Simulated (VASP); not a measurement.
W: single point with PBEsol

W:

```
CELL_PARAMETERS angstrom
0.00000 1.96910 1.99955
1.96910 0.00000 1.99955
1.96910 1.96910 0.00000
ATOMIC_POSITIONS crystal
W 0.00000 0.00000 0.00000
```

This cell differs from its parent crystal: strain -0.030 along x and y, -0.015 along z.

```yaml
Program: VASP 6.6.1
Task: single point
Functional: PBEsol
Potentials_or_basis: VASP PAW PBE potentials, release 64 (W_sv)
Cutoff: 520 eV
k_mesh: 20 × 20 × 20
Occupations: gaussian, width 0.15 eV
Spin: no spin polarisation
Dipole_correction: no
Further_INCAR_settings: ALGO = Normal; EDIFF = 1e-06; NBANDS = 13
```

| Quantity | Value |
| --- | --- |
| Pressure | 10.3 GPa |
| Band gap on the k mesh | zero (band 7 reaches 14.63 eV, above the bottom of band 8 at 10.55 eV) |

Stress tensor (GPa, compression positive):
```
 8.59  0.00  0.00
 0.00  8.59  0.00
 0.00  0.00 13.65
```

Levels at points of the mesh, in eV from the Fermi level:
| k point | band 4 | band 5 | band 6 | band 7 | band 8 | band 9 | band 10 | band 11 |
| --- | --- | --- | --- | --- | --- | --- | --- | --- |
| (0.00, 0.00, 0.00) | -37.07 | -9.30 | -0.78 | -0.57 | -0.57 | 2.57 | 2.90 | 12.89 |
| (0.50, 0.00, 0.00) | -37.24 | -5.93 | -1.02 | -0.78 | 0.83 | 5.38 | 5.52 | 11.16 |
| (0.50, 0.50, 0.00) | -37.55 | -5.92 | -4.86 | 3.19 | 5.43 | 6.25 | 6.25 | 12.39 |
| (0.50, 0.00, 0.50) | -37.57 | -5.91 | -4.91 | 3.51 | 5.39 | 6.13 | 6.40 | 12.02 |

It took 59 s on 1 thread of AMD EPYC 9R45 96-Core Processor (Zen 5) (shared host), peak memory 0.21 GiB.

Caveat: the cell differs from its parent crystal (strain -0.030 along x and y, -0.015 along z); the PAW data sets were made with another functional, which shifts forces and pressure a little; spin-orbit coupling is left out, which moves the levels of the heavy elements.
